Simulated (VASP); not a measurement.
NbCd3, 4 atoms in the cell. Symmetry: Pm-3m, No. 221, cubic system. The conventional cell has a = 4.308 Å, b = 4.308 Å, c = 4.308 Å, α = 90.00°, β = 90.00°, γ = 90.00°. Within 4.0 Å of Nb (site symmetry m-3m) lie 12 Cd at 3.05 Å. Cd (site symmetry 4/mmm) has 4 Nb at 3.05 Å and 8 Cd at 3.05 Å within 4.0 Å. 

- Program: VASP 6.6.1
- Task: single point
- Functional: PBE
- Potentials or basis: VASP PAW PBE potentials, release 64 (Nb_sv, Cd)
- Cutoff: 520 eV
- k mesh: 5 × 5 × 5
- Occupations: gaussian, width 0.1 eV
- Spin: no spin polarisation
- Dipole correction: no
- Further INCAR settings: ALGO = Normal; EDIFF = 1e-06; NBANDS = 32

Potentials or basis: VASP PAW PBE potentials, release 64 (Nb_sv, Cd).

Run with:

```bash
$ cat potpaw_PBE.64/Nb_sv/POTCAR potpaw_PBE.64/Cd/POTCAR > POTCAR
$ mpirun -np 1 vasp_std > vasp.out
```

Hardware: 1 thread of AMD EPYC 7R13, with other jobs on the host.

Estimate the wall time of this run.

Wall time 39 s on 1 thread of AMD EPYC 7R13, with other jobs on the host, peak memory 0.15 GiB. Counts: scf iterations 13, k points 10.
